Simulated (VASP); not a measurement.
Wanted: the native input for a VASP 6.6.1 run.

* Task: single point
* Functional: PBE
* Potentials or basis: VASP PAW PBE potentials, release 64 (W_sv, C)
* Cutoff: 520 eV
* k mesh: 3 × 3 × 3
* Occupations: gaussian, width 0.05 eV
* Spin: no spin polarisation
* Dipole correction: no
* Further INCAR settings: ALGO = Normal; EDIFF = 1e-06; NBANDS = 128

The structure of W16C (a cell with a defect) lies in POSCAR:

```
W16C
1.0
    6.3200000000      0.0000000000      0.0000000000
    0.0000000000      6.3200000000      0.0000000000
    0.0000000000      0.0000000000      6.3200000000
W C
16 1
Direct
    0.0114878165     -0.0090324367     -0.0008718354
    0.4934772152     -0.0082712025     -0.0008469937
    0.0114780063      0.5078390823     -0.0008098101
    0.0093226266     -0.0082481013      0.4991405063
    0.2567876582      0.2496031646      0.2481291139
    0.4935625000      0.5071031646     -0.0008202532
    0.5094800633      0.0025802215      0.4991974684
    0.7543958861      0.2493756329      0.2038424051
    0.0094384494      0.5072071203      0.4991974684
    0.2589780063      0.7494946203      0.2505223101
    0.2567693038      0.2496117089      0.7502033228
    0.5096833861      0.4963332278      0.4992004747
    0.7543697785      0.7493974684      0.2462615506
    0.7543887658      0.2494414557      0.7944843354
    0.2589566456      0.7495006329      0.7478115506
    0.7543689873      0.7494238924      0.7520550633
    0.7982621835      0.2496981013      0.4991870253
```

The input as run:

INCAR

```
PREC = Accurate
ENCUT = 520
EDIFF = 1E-6
ISMEAR = 0
SIGMA = 0.05
LREAL = F
LASPH = T
NELM = 120
ALGO = Normal
ISIF = 2
LWAVE = F
LCHARG = F
GGA = PE
NBANDS = 128
GGA_COMPAT = F
```

KPOINTS

```
regular mesh
0
Gamma
  3 3 3
```

Potentials or basis: VASP PAW PBE potentials, release 64 (W_sv, C).

Run with:

```sh
$ cat potpaw_PBE.64/W_sv/POTCAR potpaw_PBE.64/C/POTCAR > POTCAR
$ mpirun -np 1 vasp_std > vasp.out
```

Results of the run:

```
Pressure               : 19.2 GPa
Largest force          : 2.034 eV/Å
Band gap on the k mesh : zero (bands 114 and 115 overlap by 0.67 eV)
```

Caveat: spin-orbit coupling is left out, which moves the levels of the heavy elements.

Run time: 18 min on 1 thread of Intel Xeon 8259CL (shared host), peak memory 0.5 GiB.
